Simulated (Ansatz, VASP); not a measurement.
## Na in VASP and in Ansatz

INCAR

```
SYSTEM = Na
  PREC = Accurate
  ENCUT = 520
  EDIFF = 1E-6
  ISMEAR = -1
  SIGMA = 0.1
  LREAL = .FALSE.
  LASPH = .TRUE.
  NELM = 60
  ALGO = Normal
  ISIF = 2
  LWAVE = .FALSE.
  LCHARG = .TRUE.
  GGA = PE
  LELF = .TRUE.
  LVHAR = .TRUE.
  NBANDS = 10
```

KPOINTS

```
regular mesh
0
G
  10 10 10
  0 0 0
```

POSCAR

```
Na
1.0
    3.5458846398      0.0000000000      0.0000000000
    0.0000000000      3.5458846398      0.0000000000
    0.0000000000      0.0000000000      3.5458846398
Na
1
Direct
    0.0000000000      0.0000000000      0.0000000000
```

Input for Ansatz:

```yaml
crystal:
  lattice:
    - [3.5458846398, 0.0, 0.0]
    - [0.0, 3.5458846398, 0.0]
    - [0.0, 0.0, 3.5458846398]
  atoms:
    - { symbol: Na, position: [0.0, 0.0, 0.0] }
hamiltonian:
  xc: pbe
  pseudopotentials:
    kind: paw
    azcp:
      Na: "pseudopotentials/Na.paw.azcp"
basis:
  ecutwfc: 420
  fft_grid_basis: typed
kpoints:
  mp_grid: { grid: [10, 10, 10], shift: [0, 0, 0] }
magnetization:
  spin_polarized: false
scf:
  occupations: { method: fermi_dirac, width: 0.1 }
  lower_state_search: "off"
output:
  stress: true
```

Alike in both runs: task single point; functional PBE; k mesh 10 × 10 × 10; occupations fermi-dirac, width 0.1 eV; no spin polarisation.

|  | VASP | Ansatz |
| --- | --- | --- |
| version | VASP 6.6.1 | Ansatz 0.2.0 |
| potentials or method | VASP PAW PBE potentials, release 64 (Na_pv), cutoff 520 eV | plane waves (420 eV) with PAW, scalar-relativistic |
| valence electrons in the cell | 7 | 9 |

```csv
,VASP,Ansatz,Ansatz less VASP
pressure (GPa),-0.6,-0.6,0.00
```

With one functional, cell and mesh, what is left measures potentials, basis and numerics. VASP's potentials hold 7 valence electrons a cell and Ansatz's 9, so a difference there can come from the potentials and not from the codes.
